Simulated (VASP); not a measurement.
# Cs3SiPt (P4mm) in VASP: single point with PBE

Aim: the single point of Cs3SiPt with PBE.

Program: VASP 6.6.1. These are calculated values, not measurements. Logs are shortened: lines on timing, memory, paths and dates and some standing lists are left out, and cuts for length are marked.

**1. The cell of the first run**

The structure is tetragonal, space group P4mm (No. 99). Conventional cell: a = 6.322 Å, b = 6.322 Å, c = 7.740 Å, α = 90.00°, β = 90.00°, γ = 90.00°. Within 5.0 Å of Cs (site symmetry 4mm) lie 2 Si at 3.81 to 3.93 Å and 4 Cs at 4.46 Å and 4 Pt at 4.74 Å. Within 4.3 Å of Cs (site symmetry 2mm) lie 2 Si at 3.26 Å and 2 Pt at 3.53 Å. Within 4.3 Å of Si (site symmetry 4mm) lie 6 Cs at 3.26 to 3.93 Å. Pt (site symmetry 4mm) has 4 Cs at 3.53 Å within 4.6 Å.

**2. Single point, PBE**

Contents of INCAR:

```
SYSTEM = Cs3SiPt
PREC = Accurate
ENCUT = 520
EDIFF = 1E-7
ISMEAR = 0
SIGMA = 0.1
LREAL = .FALSE.
LASPH = .TRUE.
NELM = 100
ALGO = Fast
ISIF = 2
LWAVE = .FALSE.
LCHARG = .TRUE.
GGA = PE
LELF = .TRUE.
LVHAR = .TRUE.
NBANDS = 28
```

Contents of KPOINTS:

```
regular mesh
0
G
  4 4 4
  0 0 0
```

Contents of POSCAR:

```
Cs3SiPt
1.0
    6.3219816356      0.0000000000      0.0000000000
    0.0000000000      6.3219816356      0.0000000000
    0.0000000000      0.0000000000      7.7404538953
Cs Si Pt
3 1 1
Direct
    0.5000000000      0.5000000000      0.0490884453
    0.0000000000      0.5000000000      0.4552951131
    0.5000000000      0.0000000000      0.4552951131
    0.5000000000      0.5000000000      0.5572535191
    0.0000000000      0.0000000000      0.2509678094
```

Potentials or basis: VASP PAW PBE potentials, release 64 (Cs_sv, Si, Pt).

Launch:

```
$ cat potpaw_PBE.64/Cs_sv/POTCAR potpaw_PBE.64/Si/POTCAR potpaw_PBE.64/Pt/POTCAR > POTCAR
$ mpirun -np 1 vasp_std > vasp.out
```

OUTCAR:

```text
SYSTEM = Cs3SiPt
   PREC = Accurate
   ENCUT = 520
   EDIFF = 1E-7
   ISMEAR = 0
   LREAL = .FALSE.
   LASPH = .TRUE.
   NELM = 100
   ISIF = 2
   GGA = PE

 ion  position               nearest neighbor table
   1  0.500  0.500  0.049-
   2  0.000  0.500  0.455-
   3  0.500  0.000  0.455-
   4  0.500  0.500  0.557-
   5  0.000  0.000  0.251-

  LATTYP: Found a simple tetragonal cell.
 ALAT       =     6.3219816356
 C/A-ratio  =     1.2243714616

  Lattice vectors:

 A1 = (   6.3219816356,   0.0000000000,   0.0000000000)
 A2 = (   0.0000000000,   6.3219816356,   0.0000000000)
 A3 = (   0.0000000000,   0.0000000000,   7.7404538953)

Analysis of symmetry for initial positions (statically):
=====================================================================
 Subroutine PRICEL returns:
 Original cell was already a primitive cell.

 Routine SETGRP: Setting up the symmetry group for a
 simple tetragonal supercell.

 Subroutine GETGRP returns: Found  8 space group operations
 (whereof  8 operations were pure point group operations)
 out of a pool of 16 trial point group operations.

The static configuration has the point symmetry C_4v.

Analysis of symmetry for dynamics (positions and initial velocities):
=====================================================================
 Subroutine PRICEL returns:
 Original cell was already a primitive cell.

 Routine SETGRP: Setting up the symmetry group for a
 simple tetragonal supercell.

 Subroutine GETGRP returns: Found  8 space group operations
 (whereof  8 operations were pure point group operations)
 out of a pool of 16 trial point group operations.

The dynamic configuration has the point symmetry C_4v.

 Subroutine INISYM returns: Found  8 space group operations
 (whereof  8 operations are pure point group operations),
 and found     1 'primitive' translations

----------------------------------------------------------------------------------------

                                     Primitive cell

  volume of cell :     309.3662

  direct lattice vectors                    reciprocal lattice vectors
     6.321981636  0.000000000  0.000000000     0.158178251  0.000000000  0.000000000
     0.000000000  6.321981636  0.000000000     0.000000000  0.158178251  0.000000000
     0.000000000  0.000000000  7.740453895     0.000000000  0.000000000  0.129191390

  length of vectors
     6.321981636  6.321981636  7.740453895     0.158178251  0.158178251  0.129191390

  position of ions in fractional coordinates (direct lattice)
     0.500000000  0.500000000  0.049088445
     0.000000000  0.500000000  0.455295113
     0.500000000  0.000000000  0.455295113
     0.500000000  0.500000000  0.557253519
     0.000000000  0.000000000  0.250967809

  ion indices of the primitive-cell ions
   primitive index   ion index
                 1           1
                 2           2
                 3           3
                 4           4
                 5           5

----------------------------------------------------------------------------------------

 KPOINTS: regular mesh

Automatic generation of k-mesh.
 Grid dimensions read from file:
 generate k-points for:    4    4    4

 Generating k-lattice:

  Cartesian coordinates                     Fractional coordinates (reciprocal lattice)
     0.039544563  0.000000000  0.000000000     0.250000000  0.000000000  0.000000000
     0.000000000  0.039544563  0.000000000     0.000000000  0.250000000  0.000000000
     0.000000000  0.000000000  0.032297848     0.000000000  0.000000000  0.250000000

  Length of vectors
     0.039544563  0.039544563  0.032297848

  Shift w.r.t. Gamma in fractional coordinates (k-lattice)
     0.000000000  0.000000000  0.000000000

 Subroutine IBZKPT returns following result:
 ===========================================

 Found     18 irreducible k-points:

 Following reciprocal coordinates:
            Coordinates               Weight
  0.000000  0.000000  0.000000      1.000000
  0.250000  0.000000  0.000000      4.000000
  0.500000  0.000000  0.000000      2.000000
  0.250000  0.250000  0.000000      4.000000
  0.500000  0.250000  0.000000      4.000000
  0.500000  0.500000  0.000000      1.000000
[... 10 lines left out ...]
  0.500000  0.250000  0.500000      4.000000
  0.500000  0.500000  0.500000      1.000000
   k-points           NKPTS =     18   k-points in BZ     NKDIM =     18   number of bands    NBANDS=     28
   number of dos      NEDOS =    301   number of ions     NIONS =      5
   total plane-waves  NPLWV = 138240
   dimension x,y,z NGX =    48 NGY =   48 NGZ =   60
   dimension x,y,z NGXF=    96 NGYF=   96 NGZF=  120
   ions per type =               3   1   1
   NGX,Y,Z   is equivalent  to a cutoff of  12.62, 12.62, 12.89 a.u.
   NGXF,Y,Z  is equivalent  to a cutoff of  25.24, 25.24, 25.77 a.u.
 SYSTEM =  Cs3SiPt
   PREC   = accura    normal or accurate (medium, high low for compatibility)
   ISTART =      0    job   : 0-new  1-cont  2-samecut
   ICHARG =      2    charge: 1-file 2-atom 10-const
   ISPIN  =      1    spin polarized calculation?
   LNONCOLLINEAR =      F non collinear calculations
   LSORBIT =      F    spin-orbit coupling
   LASPH  =      T    aspherical Exc in radial PAW
   ENCUT  =  520.0 eV  38.22 Ry    6.18 a.u.  11.75 11.75 14.39*2*pi/ulx,y,z
   NELM   =    100;   NELMIN=  2; NELMDL= -5     # of ELM steps
   EDIFF  = 0.1E-06   stopping-criterion for ELM
   LREAL  =      F    real-space projection
   EDIFFG = 0.1E-05   stopping-criterion for IOM
   NSW    =      0    number of steps for IOM
   IBRION =     -1    ionic relax: 0-MD 1-quasi-New 2-CG
   NFREE  =      0    steps in history (QN), initial steepest desc. (CG)
   ISIF   =      2    stress and relaxation
   ISYM   =      2    0-nonsym 1-usesym 2-fastsym
   POTIM  = 0.5000    time-step for ionic-motion
   TEBEG  =    0.0;   TEEND  =   0.0 temperature during run
   PSTRESS=    0.0 pullay stress
   NELECT =      41.0000    total number of electrons
   NUPDOWN=      -1.0000    fix difference up-down
   EMIN   =  10.00;   EMAX   =-10.00  energy-range for DOS
   EFERMI =   0.00;   METHOD = LEGACY
   ISMEAR =     0;   SIGMA  =   0.10  broadening in eV -4-tet -1-fermi 0-gaus
   EFERMI_NEDOS =   21; number of points for ismear=-14 and -15
   IALGO  =     68    algorithm
   IMIX   =      4    mixing-type and parameters
     AMIX     =   0.40;   BMIX     =  1.00
     AMIX_MAG =   1.60;   BMIX_MAG =  1.00
  volume/ion in A,a.u.               =      61.87       417.54
  Fermi-wavevector in a.u.,A,eV,Ry     =   0.834664  1.577287  9.478695  0.696664
  Thomas-Fermi vector in A             =   1.948094
   LORBIT       =      0    0 simple, 1 ext, 2 COOP (PROOUT), +10 PAW based schemes
   GGA     = PE    functional components
   LHFCALC =     F    Hartree Fock is set to
   AEXX    =    0.0000 exact exchange contribution
   IVDW    =     0    specifies the selected vdW correction
   LEPSILON=     F    determine dielectric tensor
   LRPA    =     F    only Hartree local field effects (RPA)
 non-spin polarized calculation
 RMM-DIIS sequential band-by-band and
 Gauss-broadening in eV      SIGMA  =   0.10
  energy-cutoff  :      520.00
  volume of cell :      309.37
 maximum number of plane-waves:      8385
 NGX is ok and might be reduce to    48
   NGX = 23   NGY = 23   NGZ = 29

 number of electron      40.9999993 magnetization

 Free energy of the ion-electron system (eV)
  ---------------------------------------------------
  ext. energy  EPLUGINS =         0.00000000
  ---------------------------------------------------
  free energy    TOTEN  =       -10.66849066 eV

  energy without entropy =      -10.62057802  energy(sigma->0) =      -10.64453434

 E-fermi :   0.3680     XC(G=0):  -6.3008

 val. band max:        0.3535559415   @ k =   0.2500   0.2500   0.5000
 cond. band min:       0.3716700465   @ k =   0.2500   0.2500   0.2500
 fundamental gap:      0.0181141050
 Fermi energy:         0.3680250234

 k-point     1 :       0.0000    0.0000    0.0000
  band No.  band energies     occupation
      1     -22.3022      2.00000
      2     -21.4460      2.00000
      3     -21.3814      2.00000
      4      -9.1510      2.00000
      5      -9.1510      2.00000
      6      -9.1275      2.00000
[... 20 lines left out ...]
     27       3.3680      0.00000
     28       3.5787      0.00000

 k-point     2 :       0.2500    0.0000    0.0000
  band No.  band energies     occupation
      1     -22.3020      2.00000
      2     -21.4363      2.00000
      3     -21.3906      2.00000
      4      -9.1569      2.00000
      5      -9.1483      2.00000
      6      -9.1249      2.00000
[... 20 lines left out ...]
     27       3.5065      0.00000
     28       4.1365      0.00000

 k-point     3 :       0.5000    0.0000    0.0000
  band No.  band energies     occupation
      1     -22.3017      2.00000
      2     -21.4134      2.00000
      3     -21.4130      2.00000
      4      -9.1558      2.00000
      5      -9.1458      2.00000
      6      -9.1312      2.00000
[... 20 lines left out ...]
     27       3.7344      0.00000
     28       4.3095      0.00000

 k-point     4 :       0.2500    0.2500    0.0000
  band No.  band energies     occupation
      1     -22.3017      2.00000
      2     -21.4293      2.00000
      3     -21.3969      2.00000
      4      -9.1840      2.00000
      5      -9.1480      2.00000
      6      -9.1336      2.00000
[... 392 lines left out ...]
     27       3.8673      0.00000
     28       4.0641      0.00000

 k-point    17 :       0.5000    0.2500    0.5000
  band No.  band energies     occupation
      1     -22.3014      2.00000
      2     -21.4129      2.00000
      3     -21.4127      2.00000
      4      -9.3677      2.00000
      5      -9.1619      2.00000
      6      -9.1472      2.00000
[... 20 lines left out ...]
     27       3.8642      0.00000
     28       4.3852      0.00000

 k-point    18 :       0.5000    0.5000    0.5000
  band No.  band energies     occupation
      1     -22.3012      2.00000
      2     -21.4123      2.00000
      3     -21.4123      2.00000
      4      -9.4821      2.00000
      5      -9.1601      2.00000
      6      -9.1601      2.00000
[... 20 lines left out ...]
     27       3.5562      0.00000
     28       4.2481      0.00000

------------------------ aborting loop because EDIFF is reached ----------------------------------------

  FORCE on cell =-STRESS in cart. coord.  units (eV):
  Direction    XX          YY          ZZ          XY          YZ          ZX
  --------------------------------------------------------------------------------------
  -------------------------------------------------------------------------------------
  Total        0.1001631      0.1001631     -0.0340168      0.0000000      0.0000000      0.0000000
  in kB        0.5187347      0.5187347     -0.1761695      0.0000000      0.0000000      0.0000000
  external PRESSURE =       0.2871000 kB  Pullay stress =       0.0000000 kB

 VOLUME and BASIS-vectors are now :
 -----------------------------------------------------------------------------
  energy-cutoff  :      520.00
  volume of cell :      309.37
      direct lattice vectors                 reciprocal lattice vectors
     6.321981636  0.000000000  0.000000000     0.158178251  0.000000000  0.000000000
     0.000000000  6.321981636  0.000000000     0.000000000  0.158178251  0.000000000
     0.000000000  0.000000000  7.740453895     0.000000000  0.000000000  0.129191390

 POSITION                                       TOTAL-FORCE (eV/Angst)
 -----------------------------------------------------------------------------------
      3.16099      3.16099      0.37997        -0.000000     -0.000000     -0.007950
      0.00000      3.16099      3.52419        -0.000000     -0.000000      0.013320
      3.16099      0.00000      3.52419         0.000000     -0.000000      0.013320
      3.16099      3.16099      4.31340        -0.000000      0.000000     -0.001292
      0.00000      0.00000      1.94260        -0.000000     -0.000000     -0.017399
 -----------------------------------------------------------------------------------
    total drift:                                0.000000      0.000000     -0.000524

  FREE ENERGIE OF THE ION-ELECTRON SYSTEM (eV)
  ---------------------------------------------------
  free  energy   TOTEN  =       -10.6684906636 eV

  energy  without entropy=      -10.6205780160  energy(sigma->0) =      -10.64453434
```

Wall time 4 min (1 thread of Intel Xeon Platinum 8259CL at 2.50GHz (Skylake/Cascade Lake), shared host); peak memory 0.45 GiB.

Results:

- Free energy: -10.6685 eV
- Pressure: 0.0 GPa
- Largest force: 0.017 eV/Å

Forces on the atoms (eV/Å):
```
Cs   0.000  0.000 -0.008
Cs   0.000  0.000  0.013
Cs   0.000  0.000  0.013
Si   0.000  0.000 -0.001
Pt   0.000  0.000 -0.017
```

Caveat: spin-orbit coupling is left out, which moves the levels of the heavy elements.
